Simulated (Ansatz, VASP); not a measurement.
One calculation of Al3GaN4, two programs

File INCAR:

```
PREC     = Accurate       # precision mode
ENCUT    = 520            # plane-wave cutoff, eV
EDIFF    = 1E-6           # SCF threshold, eV
ISMEAR   = 0              # smearing method
SIGMA    = 0.02           # smearing width, eV
LREAL    = F              # projectors in reciprocal space
LASPH    = T              # aspherical terms in the spheres
NELM     = 60             # most SCF steps
ALGO     = Normal         # electronic algorithm
ISIF     = 2              # what is computed and relaxed
LWAVE    = F              # write WAVECAR
LCHARG   = T              # write CHGCAR
GGA      = PS             # functional
LELF     = T              # ELF
LVHAR    = T            
NBANDS   = 31             # bands
```

KPOINTS

```
Automatic mesh
0
Gamma
  6 8 4
```

POSCAR

```
Al3GaN4
1.0
    5.0434079696      0.0000000000      0.0000000000
    0.0000000000      3.1300738974      0.0000000000
   -0.0031127205      0.0000000000      5.4179920212
Al Ga N
3 1 4
Direct
    0.5002300429      0.5000000000      0.1673295651
    0.0009207023      0.5000000000      0.8348055940
    0.0010880656      0.0000000000      0.3316926345
    0.4994217140      0.0000000000      0.6662009014
    0.1111724728      0.0000000000      0.6663292515
    0.1224543247      0.5000000000      0.1671578647
    0.6251234802      0.5000000000      0.8401923542
    0.6231881976      0.0000000000      0.3262928346
```

Input for Ansatz:

```yaml
crystal:
  lattice:
    - [5.0434079696, 0.0, 0.0]
    - [0.0, 3.1300738974, 0.0]
    - [-0.0031127205, 0.0, 5.4179920212]
  atoms:
    - { symbol: Al, position: [0.5002300429, 0.5, 0.1673295651] }
    - { symbol: Al, position: [0.0009207023, 0.5, 0.834805594] }
    - { symbol: Al, position: [0.0010880656, 0.0, 0.3316926345] }
    - { symbol: Ga, position: [0.499421714, 0.0, 0.6662009014] }
    - { symbol: "N", position: [0.1111724728, 0.0, 0.6663292515] }
    - { symbol: "N", position: [0.1224543247, 0.5, 0.1671578647] }
    - { symbol: "N", position: [0.6251234802, 0.5, 0.8401923542] }
    - { symbol: "N", position: [0.6231881976, 0.0, 0.3262928346] }
basis:
  ecutwfc: 420
kpoints:
  mp_grid: { grid: [6, 8, 4] }
hamiltonian:
  xc: pbesol
scf:
  occupations: { method: gaussian, width: 0.02 }
output:
  forces: true
  stress: true
  eigenvalues: true
```

Alike in both runs: task single point; functional PBEsol; k mesh 6 × 8 × 4; occupations gaussian, width 0.02 eV; no spin polarisation.

|  | VASP | Ansatz |
| --- | --- | --- |
| version | VASP 6.6.1 | Ansatz 0.2.0 |
| potentials or method | VASP PAW PBE potentials, release 64 (Al, Ga_d, N), cutoff 520 eV | scalar-relativistic, plane waves, PAW |
| valence electrons in the cell | 42 | 42 |

VASP gave:

* gap on the k mesh at the Fermi level (eV): 3.50
* least direct gap on the mesh (eV): 3.50
* pressure (GPa): -0.1
* rms of the force components (eV/Å): 0.004

Problem. Estimate Ansatz's values.

Solution. gap on the k mesh at the Fermi level (eV): 3.48; least direct gap on the mesh (eV): 3.48; pressure (GPa): 0.0; rms of the force components (eV/Å): 0.001.

VASP's potentials were made for PBE, not for PBEsol. Atom by atom the forces differ by 0.004 eV/Å (rms over components).
